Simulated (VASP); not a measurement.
# ScAl2 (Fd-3m) in VASP: a series of runs, part 2 of 2

VASP 6.6.1.

## (4) Single point, PBEsol

This run uses another cell than the first one, of 17.59 Å³/atom.

INCAR

```
SYSTEM = ScAl2
PREC = Accurate
ENCUT = 520
EDIFF = 1E-6
ISMEAR = 0
SIGMA = 0.1
LREAL = .False.
LASPH = .True.
NELM = 80
ALGO = Fast
ISIF = 2
LWAVE = .False.
LCHARG = .True.
GGA = PS
LELF = .True.
LVHAR = .True.
NBANDS = 26
```

KPOINTS

```
Automatic mesh
0
Gamma
  8 8 8
  0 0 0
```

POSCAR

```
ScAl2
1.0
    0.0000000000      3.7509987442      3.7509987442
    3.7509987442      0.0000000000      3.7509987442
    3.7509987442      3.7509987442      0.0000000000
Sc Al
2 4
Direct
    0.5000000000      0.5000000000      0.5000000000
    0.7500000000      0.7500000000      0.7500000000
    0.1250000000      0.1250000000      0.1250000000
    0.6250000000      0.1250000000      0.1250000000
    0.1250000000      0.6250000000      0.1250000000
    0.1250000000      0.1250000000      0.6250000000
```

Potentials or basis: VASP PAW PBE potentials, release 64 (Sc_sv, Al).

On the command line:

```
$ cat potpaw_PBE.64/Sc_sv/POTCAR potpaw_PBE.64/Al/POTCAR > POTCAR
$ mpirun -np 1 vasp_std > vasp.out
```

OUTCAR:

```text
SYSTEM = ScAl2
   PREC = Accurate
   ENCUT = 520
   EDIFF = 1E-6
   ISMEAR = 0
   LREAL = .False.
   LASPH = .True.
   NELM = 80
   ISIF = 2
   GGA = PS

 ion  position               nearest neighbor table
   1  0.500  0.500  0.500-   3 3.11   5 3.11   6 3.11   3 3.11   4 3.11   6 3.11   3 3.11   4 3.11
                             5 3.11   4 3.11   5 3.11   6 3.11   2 3.25   2 3.25   2 3.25   2 3.25
   2  0.750  0.750  0.750-   4 3.11   5 3.11   6 3.11   3 3.11   4 3.11   5 3.11   3 3.11   4 3.11
                             6 3.11   3 3.11   5 3.11   6 3.11   1 3.25   1 3.25   1 3.25   1 3.25
   3  0.125  0.125  0.125-   4 2.65   5 2.65   6 2.65   6 2.65   5 2.65   4 2.65   1 3.11   2 3.11
                             1 3.11   2 3.11   1 3.11   2 3.11
   4  0.625  0.125  0.125-   3 2.65   6 2.65   5 2.65   3 2.65   5 2.65   6 2.65   2 3.11   1 3.11
                             1 3.11   2 3.11   2 3.11   1 3.11
   5  0.125  0.625  0.125-   3 2.65   6 2.65   3 2.65   4 2.65   6 2.65   4 2.65   2 3.11   1 3.11
                             2 3.11   2 3.11   1 3.11   1 3.11
   6  0.125  0.125  0.625-   3 2.65   3 2.65   4 2.65   5 2.65   5 2.65   4 2.65   1 3.11   2 3.11
                             1 3.11   2 3.11   1 3.11   2 3.11

  LATTYP: Found a face centered cubic cell.
 ALAT       =     7.5019974884

[... 198 lines left out ...]
 k-point     1 :       0.0000    0.0000    0.0000
  band No.  band energies     occupation
      1     -42.4321      2.00000
      2     -42.3879      2.00000
      3     -21.2161      2.00000
      4     -21.2161      2.00000
      5     -21.2161      2.00000
      6     -21.0989      2.00000
[... 685 lines left out ...]
     25       9.8285      0.00000
     26      10.2581      0.00000

 [... further k-points ...]

------------------------ aborting loop because EDIFF is reached ----------------------------------------

  FORCE on cell =-STRESS in cart. coord.  units (eV):
  Direction    XX          YY          ZZ          XY          YZ          ZX
  --------------------------------------------------------------------------------------
  -------------------------------------------------------------------------------------
  Total        0.6474661      0.6474661      0.6474661      0.0000000     -0.0000000      0.0000000
  in kB        9.8278128      9.8278128      9.8278128      0.0000000     -0.0000000      0.0000000
  external PRESSURE =       9.8278128 kB  Pullay stress =       0.0000000 kB

 VOLUME and BASIS-vectors are now :
 -----------------------------------------------------------------------------
  energy-cutoff  :      520.00
  volume of cell :      105.55
      direct lattice vectors                 reciprocal lattice vectors
     0.000000000  3.750998744  3.750998744    -0.133297832  0.133297832  0.133297832
     3.750998744  0.000000000  3.750998744     0.133297832 -0.133297832  0.133297832
     3.750998744  3.750998744  0.000000000     0.133297832  0.133297832 -0.133297832

 POSITION                                       TOTAL-FORCE (eV/Angst)
 -----------------------------------------------------------------------------------
      3.75100      3.75100      3.75100        -0.000000     -0.000000     -0.000000
      5.62650      5.62650      5.62650         0.000000      0.000000      0.000000
      0.93775      0.93775      0.93775         0.000000      0.000000     -0.000000
      0.93775      2.81325      2.81325         0.000000      0.000000     -0.000000
      2.81325      0.93775      2.81325         0.000000      0.000000     -0.000000
      2.81325      2.81325      0.93775         0.000000      0.000000     -0.000000
 -----------------------------------------------------------------------------------
    total drift:                               -0.000000     -0.000000      0.000000

  FREE ENERGIE OF THE ION-ELECTRON SYSTEM (eV)
  ---------------------------------------------------
  free  energy   TOTEN  =       -32.5088799628 eV

  energy  without entropy=      -32.4839684623  energy(sigma->0) =      -32.49642421
```

It took 78 s on 1 thread of AMD EPYC 9R45 (Zen 5), shared host; peak memory 0.24 GiB.

Results:

- Free energy: -32.5089 eV
- Pressure: 1.0 GPa
- Band gap on the k mesh: zero (bands 17 and 18 overlap by 2.41 eV)

Levels at points of the mesh, in eV from the Fermi level:
| k point | band 13 | band 14 | band 15 | band 16 | band 17 | band 18 | band 19 | band 20 | band 21 | band 22 |
| --- | --- | --- | --- | --- | --- | --- | --- | --- | --- | --- |
| (0.00, 0.00, 0.00) | -2.54 | -2.41 | -2.41 | -2.41 | -1.72 | -1.72 | 0.37 | 2.19 | 2.19 | 2.19 |
| (0.50, 0.00, 0.00) | -3.64 | -1.87 | -1.87 | -0.35 | -0.13 | -0.13 | 1.70 | 1.70 | 1.97 | 2.67 |
| (0.50, 0.50, 0.00) | -3.57 | -3.57 | 0.27 | 0.27 | 0.69 | 0.69 | 0.84 | 0.84 | 1.07 | 1.07 |

Caveat: the PAW data sets were made with another functional, which shifts forces and pressure a little.

## (5) Single point, PBEsol

This run uses another cell than the first one, of 17.97 Å³/atom.

INCAR

```
PREC     = Accurate       # precision mode
ENCUT    = 520            # plane-wave cutoff, eV
EDIFF    = 1E-7           # SCF threshold, eV
ISMEAR   = 0              # smearing method
SIGMA    = 0.1            # smearing width, eV
LREAL    = F              # projectors in reciprocal space
LASPH    = T              # aspherical terms in the spheres
NELM     = 80             # most SCF steps
ALGO     = Normal         # electronic algorithm
ISIF     = 2              # what is computed and relaxed
LWAVE    = F              # write WAVECAR
LCHARG   = T              # write CHGCAR
GGA      = PS             # functional
LELF     = T              # ELF
LVHAR    = T            
NBANDS   = 26             # bands
```

KPOINTS

```
regular mesh
0
Gamma
  8 8 8
```

POSCAR, as its differences from that of step 4:

```diff
@@ -2,5 +2,5 @@
 1.0
-    0.0000000000      3.7509987442      3.7509987442
-    3.7509987442      0.0000000000      3.7509987442
-    3.7509987442      3.7509987442      0.0000000000
+    0.0000000000      3.7776221380      3.7776221380
+    3.7776221380      0.0000000000      3.7776221380
+    3.7776221380      3.7776221380      0.0000000000
 Sc Al
```

On the command line:

```
$ cat potpaw_PBE.64/Sc_sv/POTCAR potpaw_PBE.64/Al/POTCAR > POTCAR
$ mpirun -np 1 vasp_std > vasp.out
```

It took 58 s on 1 thread of AMD EPYC 9R45 (Zen 5), shared host; peak memory 0.24 GiB.

The run converged. Its results:

```yaml
Free_energy: -32.5102 eV
Pressure: -0.9 GPa
Band_gap_on_the_k_mesh: zero (bands 17 and 18 overlap by 2.36 eV)
```

Levels at points of the mesh, in eV from the Fermi level:
| k point | band 13 | band 14 | band 15 | band 16 | band 17 | band 18 | band 19 | band 20 | band 21 | band 22 |
| --- | --- | --- | --- | --- | --- | --- | --- | --- | --- | --- |
| (0.00, 0.00, 0.00) | -2.50 | -2.41 | -2.41 | -2.41 | -1.69 | -1.69 | 0.34 | 2.13 | 2.13 | 2.13 |
| (0.50, 0.00, 0.00) | -3.61 | -1.85 | -1.85 | -0.35 | -0.13 | -0.13 | 1.67 | 1.67 | 1.95 | 2.61 |
| (0.50, 0.50, 0.00) | -3.54 | -3.54 | 0.27 | 0.27 | 0.67 | 0.67 | 0.83 | 0.83 | 1.06 | 1.06 |

Caveat: the PAW data sets were made with another functional, which shifts forces and pressure a little.

## (6) The runs side by side

| cell | gap on the mesh (eV) | pressure (GPa) |
| --- | --- | --- |
| a = 5.138 Å, angles 60.0°, 6 atoms | none | 12.2 |
| a = 5.251 Å, angles 60.0°, 6 atoms | none | 4.2 |
| a = 5.305 Å, angles 60.0°, 6 atoms | none | 1.0 |
| a = 5.342 Å, angles 60.0°, 6 atoms | none | -0.9 |

Alike in all rows: task single point; level PBEsol; potentials or basis VASP PAW PBE potentials, release 64 (Sc_sv, Al); no spin polarisation; k mesh 8 × 8 × 8; cutoff (eV) 520; smearing gaussian 0.1 eV.

Caveats: the PAW data sets were made with another functional, which shifts forces and pressure a little; the cell stands under pressure (at least some runs).

Total energies depend on the potentials used, so only differences within one code and one set of settings carry meaning.
